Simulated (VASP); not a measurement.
The system is CsSnI3.

```xyz
5
Lattice="6.2057 0.0000 0.0000 0.0000 6.2057 0.0000 0.0000 0.0000 6.2057" Properties=species:S:1:pos:R:3 pbc="T T T"
Cs    0.0000    0.0000    0.0000
I     3.1029    3.1029    0.0000
I     3.1029    0.0000    3.1029
I     0.0000    3.1029    3.1029
Sn    3.1029    3.1029    3.1029
```

| Property | Result |
| --- | --- |
| Program | VASP 6.6.1 |
| Task | relaxation of cell and atoms |
| Functional | PBEsol |
| Dispersion | D4 |
| Potentials or basis | VASP PAW PBE potentials, release 64 (Cs_sv, I, Sn_d) |
| Cutoff | 600 eV |
| k mesh | 5 × 5 × 5 |
| Occupations | fermi-dirac, width 0.05 eV |
| Spin | no spin polarisation |

At the start: pressure -1.2 GPa; volume 47.80 Å³/atom.

Task: Where does the relaxation end?

Result: Over 3 steps the energy falls by 4.8 meV/atom and the volume is 44.61 Å³/atom (-6.7 %); space group Pm-3m (No. 221, to 0.05 Å).

The path:
```
step  energy change (eV)  largest force (eV/Å)  pressure (GPa)  volume (Å³)
   1              0.0000                0.0000           -1.16       238.99
   2             -0.0577                0.0000           -0.36       227.20
   3             -0.0240                0.0000            0.01       223.03
```

Final structure:
```cif
data_structure
_symmetry_space_group_name_H-M 'P 1'
_symmetry_Int_Tables_number 1
_cell_length_a 6.0644
_cell_length_b 6.0644
_cell_length_c 6.0644
_cell_angle_alpha 90.000
_cell_angle_beta 90.000
_cell_angle_gamma 90.000
_cell_volume 223.03
loop_
_atom_site_label
_atom_site_type_symbol
_atom_site_fract_x
_atom_site_fract_y
_atom_site_fract_z
_atom_site_occupancy
Cs1 Cs 0.00000 0.00000 0.00000 1
I1 I 0.50000 0.50000 0.00000 1
I2 I 0.50000 0.00000 0.50000 1
I3 I 0.00000 0.50000 0.50000 1
Sn1 Sn 0.50000 0.50000 0.50000 1
```

Caveat: the PAW data sets were made with another functional, which shifts forces and pressure a little.
